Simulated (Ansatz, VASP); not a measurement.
One calculation of SnO, two programs

```
Sn O
1.0
     3.13193    0.00000    0.00000
     0.00000    3.13193    0.00000
     0.00000    0.00000    3.13193
Sn O
1 1
Direct
  0.00000 0.00000 0.00000
  0.50000 0.50000 0.50000
```

Alike in both runs: task relaxation of cell and atoms; functional PBE0; k mesh 5 × 5 × 5; occupations fermi-dirac, width 0.05 eV; no spin polarisation.

|  | VASP | Ansatz |
| --- | --- | --- |
| version | VASP 6.6.1 | Ansatz 0.2.0 |
| potentials or method | VASP PAW PBE potentials, release 64 (Sn_d, O) | Ansatz PAW |
| plane-wave cutoff (eV) | 600 | 420 |
| valence electrons in the cell | 20 | 20 |

```csv
,VASP,Ansatz,Ansatz less VASP
"gap on the k mesh at the Fermi level, each at its own relaxed structure (eV)",2.60,2.55,-0.044
relaxed volume (Å³/atom),14.80,14.82,+0.017
relaxed cell length with the largest relative difference (Å),3.094,3.095,+0.0012
```

Noted on Ansatz's run: odd divisions of the mesh miss points on the zone boundary, where band edges often lie, so the gap on the mesh can be too wide; the plane-wave basis is chosen anew once the cell has moved, so the energies of steps on either side of that aren't comparable.
